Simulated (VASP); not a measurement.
Runs of VASP 6.6.1 on NaScSe2. The structure is that of space group P4/mmm (No. 123), or close to it. The cells are those of the table. 

```csv
task,level,cell,k mesh,cutoff (eV),gap on the mesh (eV),pressure (GPa),relaxed volume (Å³/atom)
single point,PBEsol,"a = 3.957, b = 3.957, c = 5.403 Å, 4 atoms",6 × 6 × 4,520,none,0.2,-
relaxation of cell and atoms,PBEsol,"relaxed from a = 4.167, b = 4.167, c = 5.893 Å, 4 atoms",6 × 6 × 4,600,none,0.0,(a)
relaxation of cell and atoms,r2SCAN+rVV10,"relaxed from a = 3.957, b = 3.957, c = 5.403 Å, 4 atoms",6 × 6 × 4,600,0.13,0.0,21.52
single point,r2SCAN+rVV10,"a = 3.984, b = 3.984, c = 5.413 Å, 4 atoms",6 × 6 × 4,520,0.13,0.2,-
single point,r2SCAN+rVV10,"a = 3.984, b = 3.984, c = 5.413 Å, 4 atoms",8 × 8 × 6,520,0.13,0.2,-
```

Alike in all rows: potentials or basis VASP PAW PBE potentials, release 64 (Na_pv, Se, Sc_sv); no spin polarisation; smearing fermi-dirac 0.03 eV.

Question: Estimate the missing entries.

Answer: (a) 21.22.

Caveats: the PAW data sets were made with another functional, which shifts forces and pressure a little; the volume moved by over 15 % at a fixed basis, so the end points are rough (at least some runs).

A k mesh can miss the band edges, and the runs leave out spin-orbit coupling on Se.

A gap of «none» marks levels without a gap at the run's occupations.
